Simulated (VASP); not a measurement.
A run of VASP 6.6.1 is set up as follows.

Contents of POSCAR:

```
YbC
1.0
    3.0262060143      0.0000000000      0.0000000000
    0.0000000000      3.0262060143      0.0000000000
    0.0000000000      0.0000000000      3.0262060143
Yb C
1 1
Direct
    0.0000000000      0.0000000000      0.0000000000
    0.5000000000      0.5000000000      0.5000000000
```

INCAR.step1

```
  PREC = Accurate
  ENCUT = 520
  ISMEAR = 0
  SIGMA = 0.05
  LREAL = F
  LASPH = T
  NELM = 150
  ISPIN = 2
  MAGMOM = 0.35 0
  LMAXMIX = 6
  NBANDS = 25
  GGA = PE
  ALGO = Normal
  EDIFF = 1E-4
  LWAVE = T
  LCHARG = F
```

File INCAR.step2:

```
  PREC = Accurate
  ENCUT = 520
  EDIFF = 1E-6
  ISMEAR = 0
  SIGMA = 0.05
  LREAL = F
  LASPH = T
  NELM = 150
  ALGO = Normal
  ISIF = 2
  LWAVE = F
  LCHARG = F
  ISPIN = 2
  MAGMOM = 0.35 0
  LORBIT = 11
  LMAXMIX = 6
  METAGGA = R2SCAN
  LMIXTAU = T
  NBANDS = 25
  ISTART = 1
```

KPOINTS

```
Automatic mesh
0
Gamma
  12 12 12
```

Potentials or basis: VASP PAW PBE potentials, release 64 (Yb, C).

Run with:

```console
$ cat potpaw_PBE.64/Yb/POTCAR potpaw_PBE.64/C/POTCAR > POTCAR
$ cp INCAR.step1 INCAR
$ mpirun -np 1 vasp_std > vasp.out
$ cp INCAR.step2 INCAR
$ mpirun -np 1 vasp_std > vasp.out
```

Task: What does it give for the net moment?

Result: 0.00 μB per cell.

Task: What does it give for the band gap on the k mesh?

Result: Zero (filled and empty bands overlap).

Task: Estimate the pressure.

Result: -0.5 GPa.

Caveat: the PAW data sets were made with another functional, which shifts forces and pressure a little; spin-orbit coupling is left out, which moves the levels of the heavy elements. The state reached can hang on the start; a lower one may exist.
